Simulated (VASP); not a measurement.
# Al (P6_3/mmc) in VASP: further runs

Runs on Al. Level: PBEsol. Tasks: single point.

All numbers are computed with VASP 6.6.1; they aren't measurements. Logs are shortened: lines on timing, memory, paths and dates and some standing lists are left out, and cuts for length are marked.

### Step 1. The cell of the first run

It takes space group P6_3/mmc (No. 194, hexagonal). Conventional cell: a = 2.792 Å, b = 2.792 Å, c = 4.543 Å, α = 90.00°, β = 90.00°, γ = 120.00°. Al (site symmetry -6m2) has 12 Al at 2.79 Å within 3.7 Å.

This isn't the form of Al at room conditions, which is fcc.

### Step 2. Single point, PBEsol (15.33 Å³/atom)

File INCAR:

```
  PREC = Accurate
  ENCUT = 520
  EDIFF = 1E-6
  ISMEAR = 0
  SIGMA = 0.1
  LREAL = False
  LASPH = True
  NELM = 80
  ALGO = Normal
  ISIF = 2
  LWAVE = False
  LCHARG = False
  GGA = PS
  NBANDS = 10
```

File KPOINTS:

```
Automatic mesh
0
Gamma
  18 18 10
```

File POSCAR:

```
Al
1.0
    2.7918890242      0.0000000000      0.0000000000
   -1.3959445121      2.4178468195      0.0000000000
    0.0000000000      0.0000000000      4.5426508355
Al
2
Direct
    0.6666666667      0.3333333333      0.7500000000
    0.3333333333      0.6666666667      0.2500000000
```

Potentials or basis: VASP PAW PBE potentials, release 64 (Al).

On the command line:

```bash
> cat potpaw_PBE.64/Al/POTCAR > POTCAR
> mpirun -np 1 vasp_std > vasp.out
```

OUTCAR:

```text
PREC = Accurate
   ENCUT = 520
   EDIFF = 1E-6
   ISMEAR = 0
   LREAL = False
   LASPH = True
   NELM = 80
   ISIF = 2
   GGA = PS

 ion  position               nearest neighbor table
   1  0.667  0.333  0.750-   2 2.79   2 2.79   2 2.79   2 2.79   2 2.79   2 2.79
   2  0.333  0.667  0.250-   1 2.79   1 2.79   1 2.79   1 2.79   1 2.79   1 2.79

  LATTYP: Found a hexagonal cell.
 ALAT       =     2.7918890242
 C/A-ratio  =     1.6270886114

  Lattice vectors:

 A1 = (   2.7918890242,   0.0000000000,   0.0000000000)
 A2 = (  -1.3959445121,   2.4178468195,   0.0000000000)
 A3 = (   0.0000000000,   0.0000000000,   4.5426508355)

Analysis of symmetry for initial positions (statically):
=====================================================================
 Subroutine PRICEL returns:
 Original cell was already a primitive cell.

 Routine SETGRP: Setting up the symmetry group for a
 hexagonal supercell.

 Subroutine GETGRP returns: Found 24 space group operations
 (whereof 12 operations were pure point group operations)
 out of a pool of 24 trial point group operations.

The static configuration has the point symmetry D_3d.
 The point group associated with its full space group is D_6h.

Analysis of symmetry for dynamics (positions and initial velocities):
=====================================================================
 Subroutine PRICEL returns:
 Original cell was already a primitive cell.

 Routine SETGRP: Setting up the symmetry group for a
 hexagonal supercell.

 Subroutine GETGRP returns: Found 24 space group operations
 (whereof 12 operations were pure point group operations)
 out of a pool of 24 trial point group operations.

The dynamic configuration has the point symmetry D_3d.
 The point group associated with its full space group is D_6h.

 Subroutine INISYM returns: Found 24 space group operations
 (whereof 12 operations are pure point group operations),
 and found     1 'primitive' translations

----------------------------------------------------------------------------------------

                                     Primitive cell

  volume of cell :      30.6645

  direct lattice vectors                    reciprocal lattice vectors
     2.791889024  0.000000000  0.000000000     0.358180426  0.206795565  0.000000000
    -1.395944512  2.417846819  0.000000000     0.000000000  0.413591131  0.000000000
     0.000000000  0.000000000  4.542650835     0.000000000  0.000000000  0.220135783

  length of vectors
     2.791889024  2.791889024  4.542650835     0.413591131  0.413591131  0.220135783

  position of ions in fractional coordinates (direct lattice)
     0.666666667  0.333333333  0.750000000
     0.333333333  0.666666667  0.250000000

  ion indices of the primitive-cell ions
   primitive index   ion index
                 1           1
                 2           2

----------------------------------------------------------------------------------------

 KPOINTS: Automatic mesh

Automatic generation of k-mesh.
 Grid dimensions read from file:
 generate k-points for:   18   18   10

 Generating k-lattice:

  Cartesian coordinates                     Fractional coordinates (reciprocal lattice)
     0.019898913  0.011488643  0.000000000     0.055555556  0.000000000  0.000000000
     0.000000000  0.022977285  0.000000000     0.000000000  0.055555556  0.000000000
     0.000000000  0.000000000  0.022013578     0.000000000  0.000000000  0.100000000

  Length of vectors
     0.022977285  0.022977285  0.022013578

  Shift w.r.t. Gamma in fractional coordinates (k-lattice)
     0.000000000  0.000000000  0.000000000

 Subroutine IBZKPT returns following result:
 ===========================================

 Found    222 irreducible k-points:

 Following reciprocal coordinates:
            Coordinates               Weight
  0.000000  0.000000  0.000000      1.000000
  0.055556 -0.000000  0.000000      6.000000
  0.111111 -0.000000  0.000000      6.000000
  0.166667 -0.000000  0.000000      6.000000
  0.222222 -0.000000  0.000000      6.000000
  0.277778  0.000000  0.000000      6.000000
[... 16 lines left out ...]
  0.333333  0.111111  0.000000     12.000000
  0.388889  0.111111  0.000000     12.000000
 [... further k-points ...]
   k-points           NKPTS =    222   k-points in BZ     NKDIM =    222   number of bands    NBANDS=     10
   number of dos      NEDOS =    301   number of ions     NIONS =      2
   total plane-waves  NPLWV =  20736
   dimension x,y,z NGX =    24 NGY =   24 NGZ =   36
   dimension x,y,z NGXF=    48 NGYF=   48 NGZF=   72
   ions per type =               2
   NGX,Y,Z   is equivalent  to a cutoff of  14.29, 14.29, 13.17 a.u.
   NGXF,Y,Z  is equivalent  to a cutoff of  28.58, 28.58, 26.35 a.u.
 SYSTEM =  unknown system
   PREC   = accura    normal or accurate (medium, high low for compatibility)
   ISTART =      0    job   : 0-new  1-cont  2-samecut
   ICHARG =      2    charge: 1-file 2-atom 10-const
   ISPIN  =      1    spin polarized calculation?
   LNONCOLLINEAR =      F non collinear calculations
   LSORBIT =      F    spin-orbit coupling
   LASPH  =      T    aspherical Exc in radial PAW
   ENCUT  =  520.0 eV  38.22 Ry    6.18 a.u.   5.19  5.19  8.45*2*pi/ulx,y,z
   NELM   =     80;   NELMIN=  2; NELMDL= -5     # of ELM steps
   EDIFF  = 0.1E-05   stopping-criterion for ELM
   LREAL  =      F    real-space projection
   EDIFFG = 0.1E-04   stopping-criterion for IOM
   NSW    =      0    number of steps for IOM
   IBRION =     -1    ionic relax: 0-MD 1-quasi-New 2-CG
   NFREE  =      0    steps in history (QN), initial steepest desc. (CG)
   ISIF   =      2    stress and relaxation
   ISYM   =      2    0-nonsym 1-usesym 2-fastsym
   POTIM  = 0.5000    time-step for ionic-motion
   TEBEG  =    0.0;   TEEND  =   0.0 temperature during run
   PSTRESS=    0.0 pullay stress
   NELECT =       6.0000    total number of electrons
   NUPDOWN=      -1.0000    fix difference up-down
   EMIN   =  10.00;   EMAX   =-10.00  energy-range for DOS
   EFERMI =   0.00;   METHOD = LEGACY
   ISMEAR =     0;   SIGMA  =   0.10  broadening in eV -4-tet -1-fermi 0-gaus
   EFERMI_NEDOS =   21; number of points for ismear=-14 and -15
   IALGO  =     38    algorithm
   IMIX   =      4    mixing-type and parameters
     AMIX     =   0.40;   BMIX     =  1.00
     AMIX_MAG =   1.60;   BMIX_MAG =  1.00
  volume/ion in A,a.u.               =      15.33       103.47
  Fermi-wavevector in a.u.,A,eV,Ry     =   0.950415  1.796023 12.289981  0.903288
  Thomas-Fermi vector in A             =   2.078789
   LORBIT       =      0    0 simple, 1 ext, 2 COOP (PROOUT), +10 PAW based schemes
   GGA     = PS    functional components
   LHFCALC =     F    Hartree Fock is set to
   AEXX    =    0.0000 exact exchange contribution
   IVDW    =     0    specifies the selected vdW correction
   LEPSILON=     F    determine dielectric tensor
   LRPA    =     F    only Hartree local field effects (RPA)
 non-spin polarized calculation
 Gauss-broadening in eV      SIGMA  =   0.10
  energy-cutoff  :      520.00
  volume of cell :       30.66
 maximum number of plane-waves:       844
 NGX is ok and might be reduce to    24
   NGX = 11   NGY = 11   NGZ = 17

 number of electron       6.0000000 magnetization

 Free energy of the ion-electron system (eV)
  ---------------------------------------------------
  ext. energy  EPLUGINS =         0.00000000
  ---------------------------------------------------
  free energy    TOTEN  =        -8.08296417 eV

  energy without entropy =       -8.07796147  energy(sigma->0) =       -8.08046282

 E-fermi :   8.7442     XC(G=0): -10.5288

 val. band max:        8.7388736724   @ k =   0.2778   0.0556   0.2000
 cond. band min:       8.7855994573   @ k =   0.2222   0.2222   0.0000
 fundamental gap:      0.0467257850
 Fermi energy:         8.7441690051

 k-point     1 :       0.0000    0.0000    0.0000
  band No.  band energies     occupation
      1      -2.9135      2.00000
      2       3.8703      2.00000
      3       4.2973      2.00000
      4      19.8478      0.00000
      5      19.8478      0.00000
      6      20.0601      0.00000
      7      20.0601      0.00000
      8      21.2395      0.00000
      9      23.4380      0.00000
     10      24.1278      0.00000

 k-point     2 :       0.0556   -0.0000    0.0000
  band No.  band energies     occupation
      1      -2.8354      2.00000
      2       3.9422      2.00000
      3       4.3730      2.00000
      4      18.1424      0.00000
      5      18.8284      0.00000
      6      19.9869      0.00000
      7      21.2044      0.00000
      8      21.9554      0.00000
      9      23.8313      0.00000
     10      24.0581      0.00000

 k-point     3 :       0.1111   -0.0000    0.0000
  band No.  band energies     occupation
      1      -2.6015      2.00000
      2       4.1580      2.00000
      3       4.5990      2.00000
      4      15.9934      0.00000
      5      17.8415      0.00000
      6      19.1547      0.00000
      7      21.9709      0.00000
      8      22.0648      0.00000
      9      22.5167      0.00000
     10      23.3147      0.00000

 k-point     4 :       0.1667   -0.0000    0.0000
  band No.  band energies     occupation
      1      -2.2126      2.00000
      2       4.5178      2.00000
      3       4.9716      2.00000
      4      13.8658      0.00000
      5      16.9863      0.00000
      6      18.1685      0.00000
      7      20.0199      0.00000
      8      20.6388      0.00000
      9      22.8714      0.00000
     10      23.0933      0.00000

 k-point     5 :       0.2222   -0.0000    0.0000
  band No.  band energies     occupation
      1      -1.6701      2.00000
      2       5.0215      2.00000
      3       5.4824      2.00000
      4      11.8358      0.00000
      5      16.2637      0.00000
      6      17.0763      0.00000
      7      18.0102      0.00000
      8      19.2554      0.00000
      9      22.3179      0.00000
     10      22.3186      0.00000

 k-point     6 :       0.2778    0.0000    0.0000
  band No.  band energies     occupation
      1      -0.9760      2.00000
      2       5.6691      2.00000
      3       6.1060      2.00000
      4       9.9485      0.00000
      5      15.6736      0.00000
      6      15.8246      0.00000
      7      16.0993      0.00000
      8      18.1623      0.00000
      9      21.6680      0.00000
     10      21.8227      0.00000
[... 183 lines left out ...]
 k-point    21 :       0.2222    0.1111    0.0000
  band No.  band energies     occupation
      1      -0.7455      2.00000
      2       5.8850      2.00000
      3       6.3145      2.00000
      4      10.1507      0.00000
      5      12.6279      0.00000
      6      16.2520      0.00000
      7      16.9195      0.00000
      8      19.1079      0.00000
      9      19.4739      0.00000
     10      20.5790      0.00000

 k-point    22 :       0.2778    0.1111    0.0000
  band No.  band energies     occupation
      1       0.0961      2.00000
      2       6.6754      2.00000
      3       6.8819      2.00000
      4       8.5721      1.98506
      5      12.0842      0.00000
      6      14.5001      0.00000
      7      15.3630      0.00000
      8      18.5551      0.00000
      9      19.0464      0.00000
     10      20.1369      0.00000

 k-point    23 :       0.3333    0.1111    0.0000
  band No.  band energies     occupation
      1       1.0831      2.00000
      2       6.2662      2.00000
      3       7.6059      2.00000
      4       8.4214      1.99999
      5      11.6161      0.00000
      6      12.8668      0.00000
      7      13.9765      0.00000
      8      18.1698      0.00000
      9      18.7367      0.00000
     10      19.8095      0.00000

 k-point    24 :       0.3889    0.1111    0.0000
  band No.  band energies     occupation
      1       2.2110      2.00000
      2       4.8542      2.00000
      3       8.6617      1.75637
      4       9.2877      0.00000
      5      11.0823      0.00000
      6      11.3849      0.00000
      7      12.9440      0.00000
      8      17.9409      0.00000
      9      18.5492      0.00000
     10      19.6096      0.00000

 [... further k-points ...]

------------------------ aborting loop because EDIFF is reached ----------------------------------------

  FORCE on cell =-STRESS in cart. coord.  units (eV):
  Direction    XX          YY          ZZ          XY          YZ          ZX
  --------------------------------------------------------------------------------------
  -------------------------------------------------------------------------------------
  Total        1.0932055      1.0932055      1.0687297     -0.0000000     -0.0000000      0.0000000
  in kB       57.1184079     57.1184079     55.8395843     -0.0000000     -0.0000000      0.0000000
  external PRESSURE =      56.6921333 kB  Pullay stress =       0.0000000 kB

 VOLUME and BASIS-vectors are now :
 -----------------------------------------------------------------------------
  energy-cutoff  :      520.00
  volume of cell :       30.66
      direct lattice vectors                 reciprocal lattice vectors
     2.791889024  0.000000000  0.000000000     0.358180426  0.206795565  0.000000000
    -1.395944512  2.417846819  0.000000000     0.000000000  0.413591131  0.000000000
     0.000000000  0.000000000  4.542650835     0.000000000  0.000000000  0.220135783

 POSITION                                       TOTAL-FORCE (eV/Angst)
 -----------------------------------------------------------------------------------
      1.39594      0.80595      3.40699         0.000000      0.000000      0.000000
     -0.00000      1.61190      1.13566        -0.000000     -0.000000      0.000000
 -----------------------------------------------------------------------------------
    total drift:                                0.000000     -0.000000     -0.000000

  FREE ENERGIE OF THE ION-ELECTRON SYSTEM (eV)
  ---------------------------------------------------
  free  energy   TOTEN  =        -8.0829641687 eV

  energy  without entropy=       -8.0779614740  energy(sigma->0) =       -8.08046282
```

It took 28 s on 1 thread of AMD EPYC 9R45 (Zen 5), shared host; peak memory 0.15 GiB.

Results:

- Free energy: -8.0830 eV
- Pressure: 5.7 GPa
- Band gap on the k mesh: zero (bands 3 and 4 overlap by 7.63 eV)

Caveat: the cell stands under pressure; the PAW data sets were made with another functional, which shifts forces and pressure a little.

(Continued in part 2 of 2.)
